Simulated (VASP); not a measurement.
AlGa3N4: single point with LDA

Crystal: AlGa3N4.

```xyz
8
Lattice="4.3142 -0.1916 -0.1916 -0.1916 4.3142 -0.1916 -0.1916 -0.1916 4.3142" Properties=species:S:1:pos:R:3 pbc="T T T"
Al    0.0000    0.0000    0.0000
Ga    2.0613    2.0613   -0.1916
Ga    2.0613   -0.1916    2.0613
Ga   -0.1916    2.0613    2.0613
N     3.0647    3.0647    0.7685
N     3.0647    0.7685    3.0647
N     0.7685    3.0647    3.0647
N     0.9638    0.9638    0.9638
```

```
Program             : VASP 6.6.1
Task                : single point
Functional          : LDA
Potentials or basis : VASP PAW LDA potentials, release 64 (Al, Ga_d, N)
Cutoff              : 520 eV
k mesh              : 6 × 6 × 6
Occupations         : gaussian, width 0.05 eV
Spin                : no spin polarisation
```

| Quantity | Value |
| --- | --- |
| Pressure | 28.9 GPa |
| Largest force | 3.665 eV/Å |
| Band gap on the k mesh | 2.47 eV |

Forces on the atoms (eV/Å):
```
Al  -2.043 -2.043 -2.043
Ga  -2.149 -2.149 -1.987
Ga  -2.149 -1.987 -2.149
Ga  -1.987 -2.149 -2.149
N    2.153  2.153  1.907
N    2.153  1.907  2.153
N    1.907  2.153  2.153
N    2.116  2.116  2.116
```

Stress tensor (GPa, compression positive):
```
28.95 28.66 28.66
28.66 28.95 28.66
28.66 28.66 28.95
```

Levels at points of the mesh, in eV from the valence-band top:
```
           k point  band 28  band 29  band 30  band 31  band 32  band 33  band 34  band 35
(0.00, 0.00, 0.00)    -2.32    -0.46    -0.46     0.00     2.47     2.86     2.86     2.88
(0.50, 0.00, 0.00)    -2.46    -2.12    -1.49    -1.14     4.72     4.79     5.78     5.82
(0.50, 0.50, 0.00)    -1.59    -1.54    -1.02    -0.77     6.31     6.58     7.01     7.20
(0.50, 0.50, 0.50)    -1.07    -0.82    -0.75    -0.75     4.46     5.65     5.65     6.78
```

Run time: 71 s on 1 thread of Intel(R) Xeon(R) Platinum 8488C (Sapphire Rapids) (shared host), peak memory 0.2 GiB.

Caveat: the cell stands under pressure; forces of over 1 eV/Å act on the atoms, so gaps and moduli don't describe the material at rest.
